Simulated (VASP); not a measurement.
# ZrO2 (Cubic zirconia) (Fm-3m) in VASP: density of states with LDA

Aim: the density of states of ZrO2 (Cubic zirconia) with LDA.

Everything below comes from runs of VASP 6.6.1. Logs are shortened: lines on timing, memory, paths and dates and some standing lists are left out, and cuts for length are marked.

### 1 The cell of the first run

It takes space group Fm-3m (No. 225, cubic). The conventional cell has a = 5.064 Å, b = 5.064 Å, c = 5.064 Å, α = 90.00°, β = 90.00°, γ = 90.00°. Within 2.9 Å of Zr (site symmetry m-3m) lie 8 O at 2.19 Å. Within 2.9 Å of O (site symmetry -43m) lie 4 Zr at 2.19 Å and 6 O at 2.53 Å.

### 2 Density of states, LDA

File POSCAR:

```
ZrO2
1.0
    0.0000000000      2.5321217647      2.5321217647
    2.5321217647      0.0000000000      2.5321217647
    2.5321217647      2.5321217647      0.0000000000
Zr O
1 2
Direct
    0.0000000000      0.0000000000      0.0000000000
    0.2500000000      0.2500000000      0.2500000000
    0.7500000000      0.7500000000      0.7500000000
```

File INCAR.step1:

```
PREC = Accurate ; ENCUT = 520
EDIFF = 1E-6 ; ISMEAR = 0
SIGMA = 0.01 ; LREAL = F
LASPH = T ; NELM = 120
ALGO = Normal ; ISIF = 2
LWAVE = F ; LCHARG = T
LMAXMIX = 4 ; NBANDS = 19
GGA_COMPAT = F ; NEDOS = 2001
LORBIT = 11
```

File KPOINTS.step1:

```
regular mesh
0
Gamma
  7 7 7
```

File INCAR.step2:

```
PREC = Accurate ; ENCUT = 520
EDIFF = 1E-6 ; ISMEAR = -5
SIGMA = 0.01 ; LREAL = F
LASPH = T ; NELM = 120
ALGO = Normal ; ISIF = 2
LWAVE = F ; LCHARG = F
LMAXMIX = 4 ; LORBIT = 11
NBANDS = 19 ; NEDOS = 1001
ICHARG = 11 ; GGA_COMPAT = F
```

File KPOINTS.step2:

```
regular mesh
0
Gamma
  11 11 11
```

Potentials or basis: VASP PAW LDA potentials, release 64 (Zr_sv, O).

The run is started by

```
$ cat potpaw_LDA.64/Zr_sv/POTCAR potpaw_LDA.64/O/POTCAR > POTCAR
$ cp INCAR.step1 INCAR
$ cp KPOINTS.step1 KPOINTS
$ mpirun -np 1 vasp_std > vasp.out
$ cp INCAR.step2 INCAR
$ cp KPOINTS.step2 KPOINTS
$ mpirun -np 1 vasp_std > vasp.out
```

OUTCAR:

```text
PREC = Accurate
   ENCUT = 520
   EDIFF = 1E-6
   ISMEAR = -5
   LREAL = F
   LASPH = T
   NELM = 120
   ISIF = 2
   LORBIT = 11
   ICHARG = 11

 ion  position               nearest neighbor table
   1  0.000  0.000  0.000-   2 2.19   3 2.19   3 2.19   3 2.19   3 2.19   2 2.19   2 2.19   2 2.19

   2  0.250  0.250  0.250-   1 2.19   1 2.19   1 2.19   1 2.19
   3  0.750  0.750  0.750-   1 2.19   1 2.19   1 2.19   1 2.19

  LATTYP: Found a face centered cubic cell.
 ALAT       =     5.0642435294

  Lattice vectors:

 A1 = (   0.0000000000,   2.5321217647,   2.5321217647)
 A2 = (   2.5321217647,   0.0000000000,   2.5321217647)
 A3 = (   2.5321217647,   2.5321217647,   0.0000000000)

Analysis of symmetry for initial positions (statically):
=====================================================================
 Subroutine PRICEL returns:
 Original cell was already a primitive cell.

 Routine SETGRP: Setting up the symmetry group for a
 face centered cubic supercell.

 Subroutine GETGRP returns: Found 48 space group operations
 (whereof 48 operations were pure point group operations)
 out of a pool of 48 trial point group operations.

The static configuration has the point symmetry O_h .

Analysis of symmetry for dynamics (positions and initial velocities):
=====================================================================
 Subroutine PRICEL returns:
 Original cell was already a primitive cell.

 Routine SETGRP: Setting up the symmetry group for a
 face centered cubic supercell.

 Subroutine GETGRP returns: Found 48 space group operations
 (whereof 48 operations were pure point group operations)
 out of a pool of 48 trial point group operations.

The dynamic configuration has the point symmetry O_h .

 Subroutine INISYM returns: Found 48 space group operations
 (whereof 48 operations are pure point group operations),
 and found     1 'primitive' translations

----------------------------------------------------------------------------------------

                                     Primitive cell

  volume of cell :      32.4701

  direct lattice vectors                    reciprocal lattice vectors
     0.000000000  2.532121765  2.532121765    -0.197462858  0.197462858  0.197462858
     2.532121765  0.000000000  2.532121765     0.197462858 -0.197462858  0.197462858
     2.532121765  2.532121765  0.000000000     0.197462858  0.197462858 -0.197462858

  length of vectors
     3.580960941  3.580960941  3.580960941     0.342015702  0.342015702  0.342015702

  position of ions in fractional coordinates (direct lattice)
     0.000000000  0.000000000  0.000000000
     0.250000000  0.250000000  0.250000000
     0.750000000  0.750000000  0.750000000

  ion indices of the primitive-cell ions
   primitive index   ion index
                 1           1
                 2           2
                 3           3

----------------------------------------------------------------------------------------

 KPOINTS: regular mesh

Automatic generation of k-mesh.
 Grid dimensions read from file:
 generate k-points for:   11   11   11

 Generating k-lattice:

  Cartesian coordinates                     Fractional coordinates (reciprocal lattice)
    -0.017951169  0.017951169  0.017951169     0.090909091  0.000000000  0.000000000
     0.017951169 -0.017951169  0.017951169     0.000000000  0.090909091  0.000000000
     0.017951169  0.017951169 -0.017951169     0.000000000  0.000000000  0.090909091

  Length of vectors
     0.031092337  0.031092337  0.031092337

  Shift w.r.t. Gamma in fractional coordinates (k-lattice)
     0.000000000  0.000000000  0.000000000

 TETIRR: Found    201 inequivalent tetrahedra from     7986

 Subroutine IBZKPT returns following result:
 ===========================================

 Found     56 irreducible k-points:

 Following reciprocal coordinates:
            Coordinates               Weight
  0.000000  0.000000  0.000000      1.000000
  0.090909  0.000000  0.000000      8.000000
  0.181818  0.000000  0.000000      8.000000
  0.272727  0.000000  0.000000      8.000000
  0.363636  0.000000  0.000000      8.000000
  0.454545  0.000000  0.000000      8.000000
[... 16 lines left out ...]
 -0.272727  0.181818  0.000000     24.000000
 -0.181818  0.181818  0.000000     12.000000
 [... further k-points ...]
   k-points           NKPTS =     56   k-points in BZ     NKDIM =     56   number of bands    NBANDS=     19
   number of dos      NEDOS =   1001   number of ions     NIONS =      3
   total plane-waves  NPLWV =  21952
   dimension x,y,z NGX =    28 NGY =   28 NGZ =   28
   dimension x,y,z NGXF=    56 NGYF=   56 NGZF=   56
   ions per type =               1   2
   NGX,Y,Z   is equivalent  to a cutoff of  13.00, 13.00, 13.00 a.u.
   NGXF,Y,Z  is equivalent  to a cutoff of  26.00, 26.00, 26.00 a.u.
 SYSTEM =  unknown system
   PREC   = accura    normal or accurate (medium, high low for compatibility)
   ISTART =      0    job   : 0-new  1-cont  2-samecut
   ICHARG =     11    charge: 1-file 2-atom 10-const
   ISPIN  =      1    spin polarized calculation?
   LNONCOLLINEAR =      F non collinear calculations
   LSORBIT =      F    spin-orbit coupling
   LASPH  =      T    aspherical Exc in radial PAW
   ENCUT  =  520.0 eV  38.22 Ry    6.18 a.u.   6.66  6.66  6.66*2*pi/ulx,y,z
   NELM   =    120;   NELMIN=  2; NELMDL=  0     # of ELM steps
   EDIFF  = 0.1E-05   stopping-criterion for ELM
   LREAL  =      F    real-space projection
   EDIFFG = 0.1E-04   stopping-criterion for IOM
   NSW    =      0    number of steps for IOM
   IBRION =     -1    ionic relax: 0-MD 1-quasi-New 2-CG
   NFREE  =      0    steps in history (QN), initial steepest desc. (CG)
   ISIF   =      2    stress and relaxation
   ISYM   =      2    0-nonsym 1-usesym 2-fastsym
   POTIM  = 0.5000    time-step for ionic-motion
   TEBEG  =    0.0;   TEEND  =   0.0 temperature during run
   PSTRESS=    0.0 pullay stress
   NELECT =      24.0000    total number of electrons
   NUPDOWN=      -1.0000    fix difference up-down
   EMIN   =  10.00;   EMAX   =-10.00  energy-range for DOS
   EFERMI =   0.00;   METHOD = LEGACY
   ISMEAR =    -5;   SIGMA  =   0.01  broadening in eV -4-tet -1-fermi 0-gaus
   EFERMI_NEDOS =   21; number of points for ismear=-14 and -15
   IALGO  =     38    algorithm
   IMIX   =      4    mixing-type and parameters
     AMIX     =   0.40;   BMIX     =  1.00
     AMIX_MAG =   1.60;   BMIX_MAG =  1.00
  volume/ion in A,a.u.               =      10.82        73.04
  Fermi-wavevector in a.u.,A,eV,Ry     =   1.480190  2.797153 29.809835  2.190961
  Thomas-Fermi vector in A             =   2.594254
   LORBIT       =     11    0 simple, 1 ext, 2 COOP (PROOUT), +10 PAW based schemes
   GGA     = CA    functional components
   LHFCALC =     F    Hartree Fock is set to
   AEXX    =    0.0000 exact exchange contribution
   IVDW    =     0    specifies the selected vdW correction
   LEPSILON=     F    determine dielectric tensor
   LRPA    =     F    only Hartree local field effects (RPA)
 non-spin polarized calculation
 Fermi weights with tetrahedron method with Bloechl corrections
  energy-cutoff  :      520.00
  volume of cell :       32.47
 maximum number of plane-waves:       895

 number of electron      23.9999991 magnetization

 Free energy of the ion-electron system (eV)
  ---------------------------------------------------
  ext. energy  EPLUGINS =         0.00000000
  ---------------------------------------------------
  free energy    TOTEN  =       -31.35800522 eV

  energy without entropy =      -31.35800522  energy(sigma->0) =      -31.35800522

 E-fermi :   7.1022     XC(G=0): -12.3565

 val. band max:        7.0834618780   @ k =  -0.4545   0.4545   0.0000
 cond. band min:      10.3868265909   @ k =   0.0000   0.0000   0.0000
 fundamental gap:      3.3033647129
 Fermi energy:         7.1022403898

 k-point     1 :       0.0000    0.0000    0.0000
  band No.  band energies     occupation
      1     -40.5494      2.00000
      2     -18.5381      2.00000
      3     -18.5381      2.00000
      4     -18.5381      2.00000
      5     -10.8827      2.00000
      6      -8.1538      2.00000
[... 11 lines left out ...]
     18      16.6944      0.00000
     19      21.3050      0.00000

 k-point     2 :       0.0909    0.0000    0.0000
  band No.  band energies     occupation
      1     -40.5452      2.00000
      2     -18.6057      2.00000
      3     -18.5443      2.00000
      4     -18.5443      2.00000
      5     -10.7546      2.00000
      6      -8.2498      2.00000
[... 11 lines left out ...]
     18      16.5596      0.00000
     19      21.1469      0.00000

 k-point     3 :       0.1818    0.0000    0.0000
  band No.  band energies     occupation
      1     -40.5339      2.00000
      2     -18.7791      2.00000
      3     -18.5610      2.00000
      4     -18.5610      2.00000
      5     -10.4288      2.00000
      6      -8.4718      2.00000
[... 11 lines left out ...]
     18      16.2449      0.00000
     19      20.7210      0.00000

 k-point     4 :       0.2727    0.0000    0.0000
  band No.  band energies     occupation
      1     -40.5191      2.00000
      2     -18.9906      2.00000
      3     -18.5827      2.00000
      4     -18.5827      2.00000
      5     -10.0711      2.00000
      6      -8.6570      2.00000
[... 407 lines left out ...]
     18      17.3531      0.00000
     19      21.3541      0.00000

 k-point    23 :      -0.2727    0.1818    0.0000
  band No.  band energies     occupation
      1     -40.5015      2.00000
      2     -19.0885      2.00000
      3     -18.7669      2.00000
      4     -18.6032      2.00000
      5      -9.5938      2.00000
      6      -8.8688      2.00000
[... 11 lines left out ...]
     18      17.3540      0.00000
     19      21.0575      0.00000

 k-point    24 :      -0.1818    0.1818    0.0000
  band No.  band energies     occupation
      1     -40.5141      2.00000
      2     -18.9753      2.00000
      3     -18.6936      2.00000
      4     -18.5791      2.00000
      5      -9.8662      2.00000
      6      -8.7908      2.00000
[... 11 lines left out ...]
     18      16.8907      0.00000
     19      20.9218      0.00000

 [... further k-points ...]

------------------------ aborting loop because EDIFF is reached ----------------------------------------

  FORCE on cell =-STRESS in cart. coord.  units (eV):
  Direction    XX          YY          ZZ          XY          YZ          ZX
  --------------------------------------------------------------------------------------
  -------------------------------------------------------------------------------------
  Total       -1.0182740     -1.0182740     -1.0182740     -0.0000000      0.0000000      0.0000000
  in kB      -50.2448416    -50.2448416    -50.2448416     -0.0000000      0.0000000      0.0000000
  external PRESSURE =     -50.2448416 kB  Pullay stress =       0.0000000 kB

 VOLUME and BASIS-vectors are now :
 -----------------------------------------------------------------------------
  energy-cutoff  :      520.00
  volume of cell :       32.47
      direct lattice vectors                 reciprocal lattice vectors
     0.000000000  2.532121765  2.532121765    -0.197462858  0.197462858  0.197462858
     2.532121765  0.000000000  2.532121765     0.197462858 -0.197462858  0.197462858
     2.532121765  2.532121765  0.000000000     0.197462858  0.197462858 -0.197462858

 POSITION                                       TOTAL-FORCE (eV/Angst)
 -----------------------------------------------------------------------------------
      0.00000      0.00000      0.00000        -0.000000      0.000000     -0.000000
      1.26606      1.26606      1.26606         0.000000      0.000000      0.000000
      3.79818      3.79818      3.79818        -0.000000     -0.000000     -0.000000
 -----------------------------------------------------------------------------------
    total drift:                               -0.000000      0.000000      0.000000

  FREE ENERGIE OF THE ION-ELECTRON SYSTEM (eV)
  ---------------------------------------------------
  free  energy   TOTEN  =       -31.3580052204 eV

  energy  without entropy=      -31.3580052204  energy(sigma->0) =      -31.35800522

 total charge

# of ion       s       p       d       tot
------------------------------------------
    1        2.175   6.057   1.346   9.578
    2        1.553   3.525   0.000   5.078
    3        1.553   3.525   0.000   5.078
--------------------------------------------------
tot          5.281  13.107   1.346  19.734
```

Run time: 29 s. Hardware: 1 thread of Intel Xeon Platinum 8488C (Sapphire Rapids), shared host; peak memory 0.15 GiB.

What came out:

| Item | Value |
| --- | --- |
| Valence electrons inside the program's atomic spheres | Zr 9.58; O 5.08 |
